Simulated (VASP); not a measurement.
# Al3Si2N3 (P3m1) in VASP: a series of runs

Aim: see how the results for Al3Si2N3 move with the level of theory and the settings. Levels: r2SCAN, PBE. Tasks: single point, relaxation of shape and atoms at fixed volume.

Everything below comes from runs of VASP 6.6.1. Logs are shortened: lines on timing, memory, paths and dates and some standing lists are left out, and cuts for length are marked.

## (1) The cell of the first run

Symmetry: P3m1, No. 156, trigonal system. The conventional cell has a = 3.237 Å, b = 3.237 Å, c = 11.121 Å, α = 90.00°, β = 90.00°, γ = 120.00°. Al (site symmetry 3m) has 4 N at 1.90 to 1.95 Å within 2.5 Å. Within 2.6 Å of Al (site symmetry 3m) lie 3 N at 1.96 Å and 1 Si at 2.50 Å. Within 2.5 Å of Al (site symmetry 3m) lie 4 N at 1.90 to 1.96 Å. Si (site symmetry 3m) has 3 Si at 2.25 Å and 1 Al at 2.50 Å within 3.0 Å. Within 2.4 Å of Si (site symmetry 3m) lie 1 N at 1.84 Å and 3 Si at 2.25 Å. N (site symmetry 3m) has 1 Si at 1.84 Å and 3 Al at 1.95 Å within 2.4 Å. Within 2.5 Å of N (site symmetry 3m) lie 4 Al at 1.90 to 1.96 Å. N (site symmetry 3m) has 4 Al at 1.90 to 1.96 Å within 2.5 Å.

## (2) Single point, r2SCAN

Contents of POSCAR:

```
Al3Si2N3
1.0
    3.2365580406      0.0000000000      0.0000000000
   -1.6182790203      2.8029414840      0.0000000000
    0.0000000000      0.0000000000     11.1214363376
Al Si N
3 2 3
Direct
    0.3333333333      0.6666666667      0.5132495837
    0.3333333333      0.6666666667      0.9610214288
    0.6666666667      0.3333333333      0.7371226966
    0.3333333333      0.6666666667      0.1856581445
    0.6666666667      0.3333333333      0.2977139576
    0.6666666667      0.3333333333      0.4632301552
    0.6666666667      0.3333333333      0.9080653983
    0.3333333333      0.6666666667      0.6839386354
```

Contents of INCAR.step1:

```
SYSTEM = Al3Si2N3
ALGO = Normal ; EDIFF = 1E-4
ENCUT = 520 ; GGA = PE
ISMEAR = 0 ; LASPH = .True.
LCHARG = .False. ; LREAL = .False.
LWAVE = .True. ; NBANDS = 26
NELM = 80 ; PREC = Accurate
SIGMA = 0.1
```

Contents of INCAR.step2:

```
SYSTEM = Al3Si2N3
ALGO = Normal ; EDIFF = 1E-7
ENCUT = 520 ; ISIF = 2
ISMEAR = 0 ; ISTART = 1
LASPH = .True. ; LCHARG = .False.
LMIXTAU = .True. ; LREAL = .False.
LWAVE = .False. ; METAGGA = R2SCAN
NBANDS = 26 ; NELM = 80
PREC = Accurate ; SIGMA = 0.1
```

Contents of KPOINTS:

```
k-points
0
Gamma
  12 12 4
  0 0 0
```

Potentials or basis: VASP PAW PBE potentials, release 64 (Al, Si, N).

Launch:

```
$ cat potpaw_PBE.64/Al/POTCAR potpaw_PBE.64/Si/POTCAR potpaw_PBE.64/N/POTCAR > POTCAR
$ cp INCAR.step1 INCAR
$ mpirun -np 1 vasp_std > vasp.out
$ cp INCAR.step2 INCAR
$ mpirun -np 1 vasp_std > vasp.out
```

OUTCAR:

```text
SYSTEM = Al3Si2N3
   EDIFF = 1E-7
   ENCUT = 520
   ISIF = 2
   ISMEAR = 0
   ISTART = 1
   LASPH = .True.
   LREAL = .False.
   METAGGA = R2SCAN
   NELM = 80
   PREC = Accurate

 ion  position               nearest neighbor table
   1  0.333  0.667  0.513-   8 1.90   6 1.95   6 1.95   6 1.95   5 3.04   5 3.04   5 3.04   3 3.11
                             3 3.11   3 3.11
   2  0.333  0.667  0.961-   7 1.96   7 1.96   7 1.96   4 2.50   3 3.11   3 3.11   3 3.11
   3  0.667  0.333  0.737-   7 1.90   8 1.96   8 1.96   8 1.96   1 3.11   1 3.11   1 3.11   2 3.11
                             2 3.11   2 3.11
   4  0.333  0.667  0.186-   5 2.25   5 2.25   5 2.25   2 2.50
   5  0.667  0.333  0.298-   6 1.84   4 2.25   4 2.25   4 2.25   1 3.04   1 3.04   1 3.04
   6  0.667  0.333  0.463-   5 1.84   1 1.95   1 1.95   1 1.95
   7  0.667  0.333  0.908-   3 1.90   2 1.96   2 1.96   2 1.96
   8  0.333  0.667  0.684-   1 1.90   3 1.96   3 1.96   3 1.96

  LATTYP: Found a hexagonal cell.
 ALAT       =     3.2365580406
 C/A-ratio  =     3.4361924607

  Lattice vectors:

 A1 = (   3.2365580406,   0.0000000000,   0.0000000000)
 A2 = (  -1.6182790203,   2.8029414840,   0.0000000000)
 A3 = (   0.0000000000,   0.0000000000,  11.1214363376)

Analysis of symmetry for initial positions (statically):
=====================================================================
 Subroutine PRICEL returns:
 Original cell was already a primitive cell.

 Routine SETGRP: Setting up the symmetry group for a
 hexagonal supercell.

 Subroutine GETGRP returns: Found  6 space group operations
 (whereof  6 operations were pure point group operations)
 out of a pool of 24 trial point group operations.

The static configuration has the point symmetry C_3v.

Analysis of symmetry for dynamics (positions and initial velocities):
=====================================================================
 Subroutine PRICEL returns:
 Original cell was already a primitive cell.

 Routine SETGRP: Setting up the symmetry group for a
 hexagonal supercell.

 Subroutine GETGRP returns: Found  6 space group operations
 (whereof  6 operations were pure point group operations)
 out of a pool of 24 trial point group operations.

The dynamic configuration has the point symmetry C_3v.

 Subroutine INISYM returns: Found  6 space group operations
 (whereof  6 operations are pure point group operations),
 and found     1 'primitive' translations
[... 105 lines left out ...]
   ENCUT  =  520.0 eV  38.22 Ry    6.18 a.u.   6.02  6.02 20.68*2*pi/ulx,y,z
   NELM   =     80;   NELMIN=  2; NELMDL=  0     # of ELM steps
   EDIFF  = 0.1E-06   stopping-criterion for ELM
   LREAL  =      F    real-space projection
   EDIFFG = 0.1E-05   stopping-criterion for IOM
   NSW    =      0    number of steps for IOM
   IBRION =     -1    ionic relax: 0-MD 1-quasi-New 2-CG
   NFREE  =      0    steps in history (QN), initial steepest desc. (CG)
   ISIF   =      2    stress and relaxation
   ISYM   =      2    0-nonsym 1-usesym 2-fastsym
   POTIM  = 0.5000    time-step for ionic-motion
   TEBEG  =    0.0;   TEEND  =   0.0 temperature during run
   PSTRESS=    0.0 pullay stress
   NELECT =      32.0000    total number of electrons
   NUPDOWN=      -1.0000    fix difference up-down
   EMIN   =  10.00;   EMAX   =-10.00  energy-range for DOS
   EFERMI =   0.00;   METHOD = LEGACY
   ISMEAR =     0;   SIGMA  =   0.10  broadening in eV -4-tet -1-fermi 0-gaus
   EFERMI_NEDOS =   21; number of points for ismear=-14 and -15
   IALGO  =     38    algorithm
   IMIX   =      4    mixing-type and parameters
     AMIX     =   0.40;   BMIX     =  1.00
     AMIX_MAG =   1.60;   BMIX_MAG =  1.00
  volume/ion in A,a.u.               =      12.61        85.11
  Fermi-wavevector in a.u.,A,eV,Ry     =   1.116449  2.109782 16.959082  1.246457
  Thomas-Fermi vector in A             =   2.253063
   LORBIT       =      0    0 simple, 1 ext, 2 COOP (PROOUT), +10 PAW based schemes
   METAGGA = R2SCAN    functional components
   LHFCALC =     F    Hartree Fock is set to
   AEXX    =    0.0000 exact exchange contribution
   IVDW    =     0    specifies the selected vdW correction
   LEPSILON=     F    determine dielectric tensor
   LRPA    =     F    only Hartree local field effects (RPA)
 non-spin polarized calculation
 Gauss-broadening in eV      SIGMA  =   0.10
  energy-cutoff  :      520.00
  volume of cell :      100.89
 maximum number of plane-waves:      2760
   NGX = 13   NGY = 13   NGZ = 41

 number of electron      32.0000005 magnetization

 Free energy of the ion-electron system (eV)
  ---------------------------------------------------
  ext. energy  EPLUGINS =         0.00000000
  ---------------------------------------------------
  free energy    TOTEN  =       -72.57266099 eV

  energy without entropy =      -72.56712918  energy(sigma->0) =      -72.56989509

 E-fermi :   9.0735     XC(G=0): -10.9753

 val. band max:        9.0531737727   @ k =   0.0000   0.4167   0.2500
 cond. band min:       9.0913217830   @ k =   0.4167   0.1667   0.0000
 fundamental gap:      0.0381480103
 Fermi energy:         9.0735146313

 k-point     1 :       0.0000    0.0000    0.0000
  band No.  band energies     occupation
      1     -10.8142      2.00000
      2      -9.7843      2.00000
      3      -8.8297      2.00000
      4      -4.8463      2.00000
      5      -0.8700      2.00000
      6       1.4700      2.00000
[... 685 lines left out ...]
     25      15.0725      0.00000
     26      15.9182      0.00000

 [... further k-points ...]
[... 5 lines left out ...]
  --------------------------------------------------------------------------------------
  -------------------------------------------------------------------------------------
  Total       -2.0901560     -2.0901560     -2.6036514     -0.0000000      0.0000000      0.0000000
  in kB      -33.1918122    -33.1918122    -41.3461530     -0.0000000      0.0000000      0.0000000
  external PRESSURE =     -35.9099258 kB  Pullay stress =       0.0000000 kB

 VOLUME and BASIS-vectors are now :
 -----------------------------------------------------------------------------
  energy-cutoff  :      520.00
  volume of cell :      100.89
      direct lattice vectors                 reciprocal lattice vectors
     3.236558041  0.000000000  0.000000000     0.308970205  0.178384031  0.000000000
    -1.618279020  2.802941484  0.000000000     0.000000000  0.356768062  0.000000000
     0.000000000  0.000000000 11.121436338     0.000000000  0.000000000  0.089916443

 POSITION                                       TOTAL-FORCE (eV/Angst)
 -----------------------------------------------------------------------------------
     -0.00000      1.86863      5.70807         0.000000      0.000000      0.088325
     -0.00000      1.86863     10.68794         0.000000     -0.000000     -0.067333
      1.61828      0.93431      8.19786        -0.000000      0.000000      0.071614
     -0.00000      1.86863      2.06479        -0.000000      0.000000      0.307707
      1.61828      0.93431      3.31101        -0.000000      0.000000     -0.171290
      1.61828      0.93431      5.15178        -0.000000      0.000000     -0.057274
      1.61828      0.93431     10.09899        -0.000000      0.000000     -0.103747
     -0.00000      1.86863      7.60638        -0.000000      0.000000     -0.068003
 -----------------------------------------------------------------------------------
    total drift:                                0.000002     -0.000001      0.002654

  FREE ENERGIE OF THE ION-ELECTRON SYSTEM (eV)
  ---------------------------------------------------
  free  energy   TOTEN  =       -72.5726609920 eV

  energy  without entropy=      -72.5671291784  energy(sigma->0) =      -72.56989509
```

OSZICAR.step1:

```text
N       E                     dE             d eps       ncg     rms          rms(c)
DAV:   1     0.102811718629E+03    0.10281E+03   -0.13986E+04  3588   0.108E+03
DAV:   2    -0.497914413405E+02   -0.15260E+03   -0.14337E+03  4694   0.206E+02
DAV:   3    -0.601613889124E+02   -0.10370E+02   -0.10273E+02  4814   0.546E+01
DAV:   4    -0.602815333573E+02   -0.12014E+00   -0.12001E+00  4416   0.676E+00
DAV:   5    -0.602832175436E+02   -0.16842E-02   -0.16836E-02  4764   0.807E-01    0.156E+01
DAV:   6    -0.532987467299E+02    0.69845E+01   -0.24301E+01  4618   0.259E+01    0.660E+00
DAV:   7    -0.532740570771E+02    0.24690E-01   -0.15629E+00  4330   0.681E+00    0.390E+00
DAV:   8    -0.532331657246E+02    0.40891E-01   -0.19169E-01  4614   0.287E+00    0.100E+00
DAV:   9    -0.532280042930E+02    0.51614E-02   -0.35829E-02  4744   0.113E+00    0.301E-01
DAV:  10    -0.532286446232E+02   -0.64033E-03   -0.41761E-03  4598   0.364E-01    0.131E-01
DAV:  11    -0.532288197999E+02   -0.17518E-03   -0.32227E-04  4374   0.124E-01    0.456E-02
DAV:  12    -0.532288395867E+02   -0.19787E-04   -0.71831E-05  2390   0.662E-02
   1 F= -.53228840E+02 E0= -.53226056E+02  d E =-.556774E-02
```

Run time: 12 min. Hardware: 1 thread of Intel Xeon Platinum 8259CL at 2.50GHz (Skylake/Cascade Lake), shared host; peak memory 0.31 GiB.

Results:

| Property | Result |
| --- | --- |
| Free energy | -72.5727 eV |
| Pressure | -3.6 GPa |
| Largest force | 0.308 eV/Å |
| Band gap on the k mesh | zero (band 16 reaches 10.51 eV, above the bottom of band 17 at 8.72 eV) |

Forces in eV/Å, atoms in the order of the input:
```
Al   0.000  0.000  0.088
Al   0.000  0.000 -0.067
Al   0.000  0.000  0.072
Si   0.000  0.000  0.308
Si   0.000  0.000 -0.171
N    0.000  0.000 -0.057
N    0.000  0.000 -0.104
N    0.000  0.000 -0.068
```

Caveat: the PAW data sets were made with another functional, which shifts forces and pressure a little.

## (3) Relaxation of shape and atoms at fixed volume, PBE (volume scaled by 0.94)

Contents of INCAR:

```
PREC     = Accurate       # precision mode
ENCUT    = 600            # plane-wave cutoff, eV
EDIFF    = 1E-6           # SCF threshold, eV
ISMEAR   = 0              # smearing method
SIGMA    = 0.1            # smearing width, eV
LREAL    = F              # projectors in reciprocal space
LASPH    = T              # aspherical terms in the spheres
NELM     = 80             # most SCF steps
ALGO     = Normal         # electronic algorithm
ISIF     = 4              # what is computed and relaxed
LWAVE    = F              # write WAVECAR
LCHARG   = F              # write CHGCAR
GGA      = PE             # functional
IBRION   = 2              # ionic algorithm
NSW      = 50             # ionic steps
EDIFFG   = -0.01          # ionic threshold
```

Contents of KPOINTS:

```
regular mesh
0
Gamma
  12 12 4
```

Contents of POSCAR:

```
Al3Si2N3
1.0
    3.1636766316      0.0000000000      0.0000000000
   -1.5818383158      2.7398243323      0.0000000000
    0.0000000000      0.0000000000     10.9413613080
Al Si N
3 2 3
Direct
    0.3333333333      0.6666666667      0.5136344249
    0.3333333333      0.6666666667      0.9611934890
    0.6666666667      0.3333333333      0.7373389757
    0.3333333333      0.6666666667      0.1839872947
    0.6666666667      0.3333333333      0.2982548764
    0.6666666667      0.3333333333      0.4636087363
    0.6666666667      0.3333333333      0.9079483450
    0.3333333333      0.6666666667      0.6840338581
```

Potentials or basis: VASP PAW PBE potentials, release 64 (Al, Si, N).

Launch:

```
$ cat potpaw_PBE.64/Al/POTCAR potpaw_PBE.64/Si/POTCAR potpaw_PBE.64/N/POTCAR > POTCAR
$ mpirun -np 1 vasp_std > vasp.out
```

OUTCAR:

```text
PREC = Accurate
   ENCUT = 600
   EDIFF = 1E-6
   ISMEAR = 0
   LREAL = F
   LASPH = T
   NELM = 80
   ISIF = 4
   GGA = PE
   IBRION = 2
   NSW = 50
   EDIFFG = -0.01

 ion  position               nearest neighbor table
   1  0.333  0.667  0.514-   8 1.86   6 1.91   6 1.91   6 1.91   5 2.98   5 2.98   5 2.98   3 3.05
                             3 3.05   3 3.05
   2  0.333  0.667  0.961-   7 1.92   7 1.92   7 1.92   4 2.44   3 3.06   3 3.06   3 3.06
   3  0.667  0.333  0.737-   7 1.87   8 1.92   8 1.92   8 1.92   1 3.05   1 3.05   1 3.05   2 3.06
                             2 3.06   2 3.06
   4  0.333  0.667  0.184-   5 2.21   5 2.21   5 2.21   2 2.44
   5  0.667  0.333  0.298-   6 1.81   4 2.21   4 2.21   4 2.21   1 2.98   1 2.98   1 2.98
   6  0.667  0.333  0.464-   5 1.81   1 1.91   1 1.91   1 1.91
   7  0.667  0.333  0.908-   3 1.87   2 1.92   2 1.92   2 1.92
   8  0.333  0.667  0.684-   1 1.86   3 1.92   3 1.92   3 1.92

  LATTYP: Found a hexagonal cell.
 ALAT       =     3.1636766316
 C/A-ratio  =     3.4584322553

  Lattice vectors:

 A1 = (   3.1636766316,   0.0000000000,   0.0000000000)
 A2 = (  -1.5818383158,   2.7398243323,   0.0000000000)
 A3 = (   0.0000000000,   0.0000000000,  10.9413613080)

Analysis of symmetry for initial positions (statically):
=====================================================================
 Subroutine PRICEL returns:
 Original cell was already a primitive cell.

[... 302 lines left out ...]
  ---------------------------------------------------
  free  energy   TOTEN  =       -53.0682965511 eV

  energy  without entropy=      -53.0628440936  energy(sigma->0) =      -53.06557032

[... ionic steps 4 to 7 ...]

--------------------------------------- Ionic step        8  -------------------------------------------

 number of electron      32.0000001 magnetization

------------------------ aborting loop because EDIFF is reached ----------------------------------------
[... 79 lines left out ...]
--------------------------------------- Ionic step       10  -------------------------------------------

 number of electron      32.0000001 magnetization

 Free energy of the ion-electron system (eV)
  ---------------------------------------------------
  ext. energy  EPLUGINS =         0.00000000
  ---------------------------------------------------
  free energy    TOTEN  =       -53.07226902 eV

  energy without entropy =      -53.06791975  energy(sigma->0) =      -53.07009439

 E-fermi :   9.4737     XC(G=0): -10.7750

 val. band max:        9.4578885181   @ k =   0.0000   0.0000   0.5000
 cond. band min:       9.4796539268   @ k =   0.0833   0.0000   0.5000
 fundamental gap:      0.0217654087
 Fermi energy:         9.4737088733

 k-point     1 :       0.0000    0.0000    0.0000
  band No.  band energies     occupation
      1      -9.5419      2.00000
      2      -8.4623      2.00000
      3      -7.4407      2.00000
      4      -3.9109      2.00000
      5      -0.2859      2.00000
      6       2.1356      2.00000
[... 565 lines left out ...]
     20      13.5408      0.00000
     21      13.6879      0.00000

 [... further k-points ...]
[... 5 lines left out ...]
  --------------------------------------------------------------------------------------
  -------------------------------------------------------------------------------------
  Total        5.2999302      5.2999302      5.2959680      0.0000000      0.0000000      0.0000000
  in kB       89.5353569     89.5353569     89.4684198      0.0000000      0.0000000      0.0000000
  external PRESSURE =      89.5130445 kB  Pullay stress =       0.0000000 kB
[... 23 lines left out ...]
  FREE ENERGIE OF THE ION-ELECTRON SYSTEM (eV)
  ---------------------------------------------------
  free  energy   TOTEN  =       -53.0722690226 eV

  energy  without entropy=      -53.0679197520  energy(sigma->0) =      -53.07009439

 reached required accuracy - stopping structural energy minimisation
```

CONTCAR:

```text
Al3Si2N3
   1.00000000000000
     3.1511732801336629    0.0000000000000000   -0.0000000000000000
    -1.5755866400668315    2.7289961122885873   -0.0000000000000000
    -0.0000000000000000   -0.0000000000000000   11.0283607087929170
  Al              Si              N
     3     2     3
Direct
     0.3333333332999970    0.6666666667000030    0.5144602612588576
     0.3333333332999970    0.6666666667000030    0.9614726527792307
     0.6666666667000030    0.3333333332999970    0.7378220795605436
     0.3333333332999970    0.6666666667000030    0.1817328417372155
     0.6666666667000030    0.3333333332999970    0.2992528195260273
     0.6666666667000030    0.3333333332999970    0.4638033153180778
     0.6666666667000030    0.3333333332999970    0.9074943990569350
     0.3333333332999970    0.6666666667000030    0.6839616308631215

  0.00000000E+00  0.00000000E+00  0.00000000E+00
  0.00000000E+00  0.00000000E+00  0.00000000E+00
  0.00000000E+00  0.00000000E+00  0.00000000E+00
  0.00000000E+00  0.00000000E+00  0.00000000E+00
  0.00000000E+00  0.00000000E+00  0.00000000E+00
  0.00000000E+00  0.00000000E+00  0.00000000E+00
  0.00000000E+00  0.00000000E+00  0.00000000E+00
  0.00000000E+00  0.00000000E+00  0.00000000E+00
```

It took 14 min on 1 thread of Intel Xeon Platinum 8259CL at 2.50GHz (Skylake/Cascade Lake), shared host; peak memory 0.35 GiB.

Results:

```yaml
Free_energy: -53.0723 eV
Energy_gained_by_relaxing: 1.3 meV/atom
Ionic_steps: 10
Pressure_after_relaxing: 9.0 GPa
Largest_force_after_relaxing: 0.008 eV/Å
Band_gap_on_the_k_mesh: zero (band 16 reaches 11.57 eV, above the bottom of band 17 at 9.02 eV)
```

Forces in eV/Å, atoms in the order of the input:
```
Al   0.000  0.000  0.008
Al   0.000  0.000 -0.003
Al   0.000  0.000  0.003
Si   0.000  0.000 -0.004
Si   0.000  0.000  0.003
N    0.000  0.000 -0.003
N    0.000  0.000  0.001
N    0.000  0.000 -0.006
```

The path:
| step | energy change (eV) | largest force (eV/Å) | pressure (GPa) | volume (Å³) |
| --- | --- | --- | --- | --- |
| 1 | 0.0000 | 0.3568 | 9.76 | 94.84 |
| 2 | -0.0063 | 0.1661 | 9.16 | 94.84 |
| 3 | -0.0064 | 0.1805 | 9.13 | 94.84 |
| 4 | -0.0092 | 0.1257 | 8.86 | 94.84 |
| 5 | -0.0092 | 0.1098 | 8.88 | 94.84 |
| 6 | -0.0102 | 0.0594 | 9.00 | 94.84 |
| 7 | -0.0102 | 0.0528 | 8.98 | 94.84 |
| 8 | -0.0103 | 0.0373 | 8.96 | 94.84 |
| 9 | -0.0103 | 0.0105 | 8.97 | 94.84 |
| 10 | -0.0103 | 0.0085 | 8.95 | 94.84 |

Final structure:
```xyz
8
Lattice="3.1512 0.0000 0.0000 -1.5756 2.7290 0.0000 0.0000 0.0000 11.0284" Properties=species:S:1:pos:R:3 pbc="T T T"
Al    0.0000    1.8193    5.6737
Al    0.0000    1.8193   10.6035
Al    1.5756    0.9097    8.1370
Si    0.0000    1.8193    2.0042
Si    1.5756    0.9097    3.3003
N     1.5756    0.9097    5.1150
N     1.5756    0.9097   10.0082
N     0.0000    1.8193    7.5430
```

Caveat: the cell differs from its parent crystal (volume scaled by 0.94).
